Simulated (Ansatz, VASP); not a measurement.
**Ni3BPt: VASP beside Ansatz**

File POSCAR:

```
Ni3BPt
1.0
    3.8400389662      0.0000000000      0.0000000000
    0.0000000000      3.8400389662      0.0000000000
    0.0000000000      0.0000000000      3.8400389662
Pt B Ni
1 1 3
Direct
    0.0000000000      0.0000000000      0.0000000000
    0.5000000000      0.5000000000      0.5000000000
    0.5000000000      0.5000000000      0.0000000000
    0.5000000000      0.0000000000      0.5000000000
    0.0000000000      0.5000000000      0.5000000000
```

File INCAR.step1:

```
ALGO = Normal
EDIFF = 1E-4
ENCUT = 520
GGA = PE
ISMEAR = 0
LASPH = T
LCHARG = F
LREAL = F
LWAVE = T
NBANDS = 30
NELM = 100
PREC = Accurate
SIGMA = 0.1
```

Contents of INCAR.step2:

```
ALGO = Normal
EDIFF = 1E-6
ENCUT = 520
ISIF = 2
ISMEAR = 0
ISTART = 1
LASPH = T
LCHARG = F
LMIXTAU = T
LREAL = F
LWAVE = F
METAGGA = R2SCAN
NBANDS = 30
NELM = 100
PREC = Accurate
SIGMA = 0.1
```

File KPOINTS:

```
k-points
0
Gamma
  10 10 10
```

Input for Ansatz:

```yaml
crystal:
  lattice:
    - [3.8400389662, 0.0, 0.0]
    - [0.0, 3.8400389662, 0.0]
    - [0.0, 0.0, 3.8400389662]
  atoms:
    - { symbol: Pt, position: [0.0, 0.0, 0.0] }
    - { symbol: B, position: [0.5, 0.5, 0.5] }
    - { symbol: Ni, position: [0.5, 0.5, 0.0] }
    - { symbol: Ni, position: [0.5, 0.0, 0.5] }
    - { symbol: Ni, position: [0.0, 0.5, 0.5] }
basis:
  ecutwfc: 500
kpoints:
  mp_grid: { grid: [10, 10, 10] }
hamiltonian:
  xc: r2scan
scf:
  occupations: { method: gaussian, width: 0.1 }
  lower_state_search: "off"
output:
  forces: true
  stress: true
  eigenvalues: true
```

Alike in both runs: task single point; functional r2SCAN; k mesh 10 × 10 × 10; occupations gaussian, width 0.1 eV; no spin polarisation.

|  | VASP | Ansatz |
| --- | --- | --- |
| version | VASP 6.6.1 | Ansatz 0.2.0 |
| potentials or method | VASP PAW PBE potentials, release 64 (Pt, B, Ni), cutoff 520 eV | scalar-relativistic, plane waves, PAW |
| valence electrons in the cell | 43 | 75 |

VASP gave:

* gap on the k mesh at the Fermi level (eV): none
* pressure (GPa): -5.6

Question: What did Ansatz give for the same quantities?

Answer: gap on the k mesh at the Fermi level (eV): none; pressure (GPa): -6.2.

VASP's potentials were made for PBE, not for r2SCAN. A gap of «none» marks a metal or a gap that the smearing closes. VASP's potentials hold 43 valence electrons a cell and Ansatz's 75, so a difference there can come from the potentials and not from the codes.

Neither program's run includes spin-orbit coupling.
